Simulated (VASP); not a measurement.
# TaOs3 (Pm-3m) in VASP: notebook, part 2 of 2

VASP 6.6.1. Earlier steps stand in the parts before.

## 3. Relaxation of volume and atoms at fixed shape, LDA

This run uses another cell than the first one, of 15.00 Å³/atom.

INCAR reads:

```
SYSTEM = TaOs3
  PREC = Accurate
  ENCUT = 600
  EDIFF = 1E-6
  ISMEAR = 1
  SIGMA = 0.05
  LREAL = .FALSE.
  LASPH = .TRUE.
  NELM = 100
  ALGO = Normal
  ISIF = 8
  LWAVE = .FALSE.
  LCHARG = .FALSE.
  GGA = CA
  IBRION = 2
  NSW = 60
  EDIFFG = -0.03
```

KPOINTS reads:

```
Automatic mesh
0
G
  7 7 7
  0 0 0
```

POSCAR reads:

```
TaOs3
1.0
    3.9149724800      0.0000000000      0.0000000000
    0.0000000000      3.9149724800      0.0000000000
    0.0000000000      0.0000000000      3.9149724800
Ta Os
1 3
Direct
    0.0000000000      0.0000000000      0.0000000000
    0.0000000000      0.5000000000      0.5000000000
    0.5000000000      0.0000000000      0.5000000000
    0.5000000000      0.5000000000      0.0000000000
```

Potentials or basis: VASP PAW LDA potentials, release 64 (Ta_pv, Os).

Command:

```bash
$ cat potpaw_LDA.64/Ta_pv/POTCAR potpaw_LDA.64/Os/POTCAR > POTCAR
$ mpirun -np 1 vasp_std > vasp.out
```

OUTCAR:

```text
SYSTEM = TaOs3
   PREC = Accurate
   ENCUT = 600
   EDIFF = 1E-6
   ISMEAR = 1
   LREAL = .FALSE.
   LASPH = .TRUE.
   NELM = 100
   ISIF = 8
   GGA = CA
   IBRION = 2
   NSW = 60
   EDIFFG = -0.03

 ion  position               nearest neighbor table
   1  0.000  0.000  0.000-   2 2.77   3 2.77   4 2.77   2 2.77   3 2.77   2 2.77   4 2.77   2 2.77
                             3 2.77   4 2.77   3 2.77   4 2.77
   2  0.000  0.500  0.500-   1 2.77   3 2.77   4 2.77   1 2.77   4 2.77   1 2.77   3 2.77   1 2.77
                             3 2.77   4 2.77   4 2.77   3 2.77
   3  0.500  0.000  0.500-   1 2.77   2 2.77   4 2.77   1 2.77   4 2.77   2 2.77   4 2.77   4 2.77
                             1 2.77   2 2.77   1 2.77   2 2.77
   4  0.500  0.500  0.000-   1 2.77   2 2.77   3 2.77   2 2.77   3 2.77   1 2.77   3 2.77   3 2.77
                             1 2.77   2 2.77   2 2.77   1 2.77

  LATTYP: Found a simple cubic cell.
 ALAT       =     3.9149724800

  Lattice vectors:

 A1 = (   3.9149724800,   0.0000000000,   0.0000000000)
 A2 = (   0.0000000000,   3.9149724800,   0.0000000000)
 A3 = (   0.0000000000,   0.0000000000,   3.9149724800)

Analysis of symmetry for initial positions (statically):
=====================================================================
 Subroutine PRICEL returns:
 Original cell was already a primitive cell.

 Routine SETGRP: Setting up the symmetry group for a
 simple cubic supercell.

 Subroutine GETGRP returns: Found 48 space group operations
 (whereof 48 operations were pure point group operations)
 out of a pool of 48 trial point group operations.

The static configuration has the point symmetry O_h .

Analysis of symmetry for dynamics (positions and initial velocities):
=====================================================================
 Subroutine PRICEL returns:
 Original cell was already a primitive cell.

 Routine SETGRP: Setting up the symmetry group for a
 simple cubic supercell.

 Subroutine GETGRP returns: Found 48 space group operations
 (whereof 48 operations were pure point group operations)
 out of a pool of 48 trial point group operations.

The dynamic configuration has the point symmetry O_h .

 Subroutine INISYM returns: Found 48 space group operations
 (whereof 48 operations are pure point group operations),
 and found     1 'primitive' translations

----------------------------------------------------------------------------------------

                                     Primitive cell

  volume of cell :      60.0048

  direct lattice vectors                    reciprocal lattice vectors
     3.914972480  0.000000000  0.000000000     0.255429637  0.000000000  0.000000000
     0.000000000  3.914972480  0.000000000     0.000000000  0.255429637  0.000000000
     0.000000000  0.000000000  3.914972480     0.000000000  0.000000000  0.255429637

  length of vectors
     3.914972480  3.914972480  3.914972480     0.255429637  0.255429637  0.255429637

  position of ions in fractional coordinates (direct lattice)
     0.000000000  0.000000000  0.000000000
     0.000000000  0.500000000  0.500000000
     0.500000000  0.000000000  0.500000000
     0.500000000  0.500000000  0.000000000

  ion indices of the primitive-cell ions
   primitive index   ion index
                 1           1
                 2           2
                 3           3
                 4           4

----------------------------------------------------------------------------------------

 KPOINTS: Automatic mesh

Automatic generation of k-mesh.
 Grid dimensions read from file:
 generate k-points for:    7    7    7

 Generating k-lattice:

  Cartesian coordinates                     Fractional coordinates (reciprocal lattice)
     0.036489948  0.000000000  0.000000000     0.142857143  0.000000000  0.000000000
     0.000000000  0.036489948  0.000000000     0.000000000  0.142857143  0.000000000
     0.000000000  0.000000000  0.036489948     0.000000000  0.000000000  0.142857143

  Length of vectors
     0.036489948  0.036489948  0.036489948

  Shift w.r.t. Gamma in fractional coordinates (k-lattice)
     0.000000000  0.000000000  0.000000000

 Subroutine IBZKPT returns following result:
 ===========================================

 Found     20 irreducible k-points:

 Following reciprocal coordinates:
            Coordinates               Weight
  0.000000  0.000000  0.000000      1.000000
  0.142857  0.000000  0.000000      6.000000
  0.285714  0.000000  0.000000      6.000000
  0.428571  0.000000  0.000000      6.000000
  0.142857  0.142857  0.000000     12.000000
  0.285714  0.142857  0.000000     24.000000
[... 12 lines left out ...]
  0.428571  0.428571  0.285714     24.000000
  0.428571  0.428571  0.428571      8.000000
   k-points           NKPTS =     20   k-points in BZ     NKDIM =     20   number of bands    NBANDS=     21
   number of dos      NEDOS =    301   number of ions     NIONS =      4
   total plane-waves  NPLWV =  32768
   dimension x,y,z NGX =    32 NGY =   32 NGZ =   32
   dimension x,y,z NGXF=    64 NGYF=   64 NGZF=   64
   ions per type =               1   3
   NGX,Y,Z   is equivalent  to a cutoff of  13.59, 13.59, 13.59 a.u.
   NGXF,Y,Z  is equivalent  to a cutoff of  27.18, 27.18, 27.18 a.u.
 SYSTEM =  TaOs3
   PREC   = accura    normal or accurate (medium, high low for compatibility)
   ISTART =      0    job   : 0-new  1-cont  2-samecut
   ICHARG =      2    charge: 1-file 2-atom 10-const
   ISPIN  =      1    spin polarized calculation?
   LNONCOLLINEAR =      F non collinear calculations
   LSORBIT =      F    spin-orbit coupling
   LASPH  =      T    aspherical Exc in radial PAW
   ENCUT  =  600.0 eV  44.10 Ry    6.64 a.u.   7.82  7.82  7.82*2*pi/ulx,y,z
   NELM   =    100;   NELMIN=  2; NELMDL= -5     # of ELM steps
   EDIFF  = 0.1E-05   stopping-criterion for ELM
   LREAL  =      F    real-space projection
   EDIFFG = -.3E-01   stopping-criterion for IOM
   NSW    =     60    number of steps for IOM
   IBRION =      2    ionic relax: 0-MD 1-quasi-New 2-CG
   NFREE  =      1    steps in history (QN), initial steepest desc. (CG)
   ISIF   =      8    stress and relaxation
   ISYM   =      2    0-nonsym 1-usesym 2-fastsym
   POTIM  = 0.5000    time-step for ionic-motion
   TEBEG  =    0.0;   TEEND  =   0.0 temperature during run
   PSTRESS=    0.0 pullay stress
   NELECT =      35.0000    total number of electrons
   NUPDOWN=      -1.0000    fix difference up-down
   EMIN   =  10.00;   EMAX   =-10.00  energy-range for DOS
   EFERMI =   0.00;   METHOD = LEGACY
   ISMEAR =     1;   SIGMA  =   0.05  broadening in eV -4-tet -1-fermi 0-gaus
   EFERMI_NEDOS =   21; number of points for ismear=-14 and -15
   IALGO  =     38    algorithm
   IMIX   =      4    mixing-type and parameters
     AMIX     =   0.40;   BMIX     =  1.00
     AMIX_MAG =   1.60;   BMIX_MAG =  1.00
  volume/ion in A,a.u.               =      15.00       101.23
  Fermi-wavevector in a.u.,A,eV,Ry     =   1.367841  2.584844 25.456333  1.870988
  Thomas-Fermi vector in A             =   2.493857
   LORBIT       =      0    0 simple, 1 ext, 2 COOP (PROOUT), +10 PAW based schemes
   GGA     = CA    functional components
   LHFCALC =     F    Hartree Fock is set to
   AEXX    =    0.0000 exact exchange contribution
   IVDW    =     0    specifies the selected vdW correction
   LEPSILON=     F    determine dielectric tensor
   LRPA    =     F    only Hartree local field effects (RPA)
 conjugate gradient relaxation of ions
 non-spin polarized calculation
 Methfessel and Paxton  Order N= 1 SIGMA  =   0.05
  energy-cutoff  :      600.00
  volume of cell :       60.00
 maximum number of plane-waves:      2021
 NGX is ok and might be reduce to    32
   NGX = 15   NGY = 15   NGZ = 15

--------------------------------------- Ionic step        1  -------------------------------------------

 number of electron      35.0000002 magnetization

 Free energy of the ion-electron system (eV)
  ---------------------------------------------------
  ext. energy  EPLUGINS =         0.00000000
  ---------------------------------------------------
  free energy    TOTEN  =       -51.27287380 eV

  energy without entropy =      -51.27352376  energy(sigma->0) =      -51.27309045

------------------------ aborting loop because EDIFF is reached ----------------------------------------

  FORCE on cell =-STRESS in cart. coord.  units (eV):
  Direction    XX          YY          ZZ          XY          YZ          ZX
  --------------------------------------------------------------------------------------
  -------------------------------------------------------------------------------------
  Total       -4.1127115     -4.1127115     -4.1127115      0.0000000      0.0000000      0.0000000
  in kB     -109.8127288   -109.8127288   -109.8127288      0.0000000      0.0000000      0.0000000
  external PRESSURE =    -109.8127288 kB  Pullay stress =       0.0000000 kB
[... 99 lines left out ...]
  energy  without entropy=      -51.3373341860  energy(sigma->0) =      -51.33747906

--------------------------------------- Ionic step        4  -------------------------------------------

 number of electron      34.9999998 magnetization

 Free energy of the ion-electron system (eV)
  ---------------------------------------------------
  ext. energy  EPLUGINS =         0.00000000
  ---------------------------------------------------
  free energy    TOTEN  =       -51.33773183 eV

  energy without entropy =      -51.33749625  energy(sigma->0) =      -51.33765330

 E-fermi :   8.2830     XC(G=0): -13.9444

 val. band max:        8.2324986059   @ k =   0.2857   0.0000   0.0000
 cond. band min:       8.3025700390   @ k =   0.4286   0.4286   0.4286
 fundamental gap:      0.0700714331
 Fermi energy:         8.2829963256

 k-point     1 :       0.0000    0.0000    0.0000
  band No.  band energies     occupation
      1     -25.6577      2.00000
      2     -25.6577      2.00000
      3     -25.6577      2.00000
      4      -1.6433      2.00000
      5       1.4894      2.00000
      6       1.5647      2.00000
[... 500 lines left out ...]
  FREE ENERGIE OF THE ION-ELECTRON SYSTEM (eV)
  ---------------------------------------------------
  free  energy   TOTEN  =       -51.3377318266 eV

  energy  without entropy=      -51.3374962524  energy(sigma->0) =      -51.33765330

 reached required accuracy - stopping structural energy minimisation
```

CONTCAR:

```text
TaOs3
   1.00000000000000
     3.8748978381616874    0.0000000000000000    0.0000000000000000
     0.0000000000000000    3.8748978381616874    0.0000000000000000
     0.0000000000000000    0.0000000000000000    3.8748978381616874
  Ta              Os
     1     3
Direct
     0.0000000000000000    0.0000000000000000    0.0000000000000000
     0.0000000000000000    0.5000000000000000    0.5000000000000000
     0.5000000000000000    0.0000000000000000    0.5000000000000000
     0.5000000000000000    0.5000000000000000    0.0000000000000000

  0.00000000E+00  0.00000000E+00  0.00000000E+00
  0.00000000E+00  0.00000000E+00  0.00000000E+00
  0.00000000E+00  0.00000000E+00  0.00000000E+00
  0.00000000E+00  0.00000000E+00  0.00000000E+00
```

Run time: 2.2 min. Hardware: 1 thread of Intel Xeon 8259CL, shared host; peak memory 0.19 GiB.

Results:

```
Free energy                           : -51.3377 eV
Relaxed volume                        : 14.55 Å³/atom
Relaxed cell                          : a = 3.875 Å, b = 3.875 Å, c = 3.875 Å, α = 90.00°, β = 90.00°, γ = 90.00°
Space group after relaxing (to 0.1 Å) : Pm-3m (No. 221)
Energy gained by relaxing             : 16.2 meV/atom
Ionic steps                           : 4
Pressure after relaxing               : -0.1 GPa
Band gap on the k mesh                : zero (an odd number of electrons rules out a gap without spin polarisation)
```

Step by step:
| step | energy change (eV) | largest force (eV/Å) | pressure (GPa) | volume (Å³) |
| --- | --- | --- | --- | --- |
| 1 | 0.0000 | 0.0000 | -10.98 | 60.00 |
| 2 | 1.0644 | 0.0000 | 61.01 | 51.51 |
| 3 | -0.0647 | 0.0000 | -0.62 | 58.26 |
| 4 | -0.0649 | 0.0000 | -0.12 | 58.18 |

Final structure:
```cif
data_structure
_symmetry_space_group_name_H-M 'P 1'
_symmetry_Int_Tables_number 1
_cell_length_a 3.8749
_cell_length_b 3.8749
_cell_length_c 3.8749
_cell_angle_alpha 90.000
_cell_angle_beta 90.000
_cell_angle_gamma 90.000
_cell_volume 58.18
loop_
_atom_site_label
_atom_site_type_symbol
_atom_site_fract_x
_atom_site_fract_y
_atom_site_fract_z
_atom_site_occupancy
Ta1 Ta 0.00000 0.00000 0.00000 1
Os1 Os 0.00000 0.50000 0.50000 1
Os2 Os 0.50000 0.00000 0.50000 1
Os3 Os 0.50000 0.50000 0.00000 1
```

Caveat: spin-orbit coupling is left out, which moves the levels of the heavy elements.

The gap in the log of VASP goes by the Fermi energy; the results here count the filled bands.